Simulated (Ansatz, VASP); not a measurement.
**NaI: VASP beside Ansatz**

INCAR

```
PREC = Accurate
ENCUT = 520
EDIFF = 1E-8
ISMEAR = -1
SIGMA = 0.05
LREAL = F
LASPH = T
NELM = 80
ALGO = Normal
ISIF = 2
LWAVE = F
LCHARG = F
GGA = PE
LEFG = T
NBANDS = 14
```

The input KPOINTS:

```
Automatic mesh
0
Gamma
  10 10 10
```

Contents of POSCAR:

```
NaI
1.0
    0.0000000000      3.6285074156      3.6285074156
    3.6285074156      0.0000000000      3.6285074156
    3.6285074156      3.6285074156      0.0000000000
Na I
1 1
Direct
    0.0000000000      0.0000000000      0.0000000000
    0.2500000000      0.2500000000      0.2500000000
```

Input for Ansatz:

```yaml
crystal:
  lattice:
    - [0.0, 3.6285074156, 3.6285074156]
    - [3.6285074156, 0.0, 3.6285074156]
    - [3.6285074156, 3.6285074156, 0.0]
  atoms:
    - { symbol: Na, position: [0.0, 0.0, 0.0] }
    - { symbol: I, position: [0.25, 0.25, 0.25] }
kpoints:
  mp_grid: { grid: [10, 10, 10] }
scf:
  occupations: { method: fermi_dirac, width: 0.05 }
hamiltonian:
  xc: pbe
  pseudopotentials: { kind: all_electron, datasets: crystal }
output:
  forces: true
  stress: true
  eigenvalues: true
  efg: { contact_densities: true }
```

Change from the starting cell: volume scaled by 1.04, crystal datasets.

Alike in both runs: task electric field gradients; functional PBE; k mesh 10 × 10 × 10; occupations fermi-dirac, width 0.05 eV; no spin polarisation.

|  | VASP | Ansatz |
| --- | --- | --- |
| version | VASP 6.6.1 | Ansatz 0.2.0 |
| potentials or method | VASP PAW PBE potentials, release 64 (Na_pv, I), cutoff 520 eV | all-electron PAW with datasets made for the crystal, scalar-relativistic |

VASP gave:

```
gap on the k mesh at the Fermi level (eV) : 3.70
pressure (GPa)                            : -0.4
```

Problem. What did Ansatz give for the same quantities?

Solution. gap on the k mesh at the Fermi level (eV): 3.71; pressure (GPa): -0.4.

Ansatz ran all-electron here, and VASP with PAW potentials.

Spin-orbit coupling is off throughout.
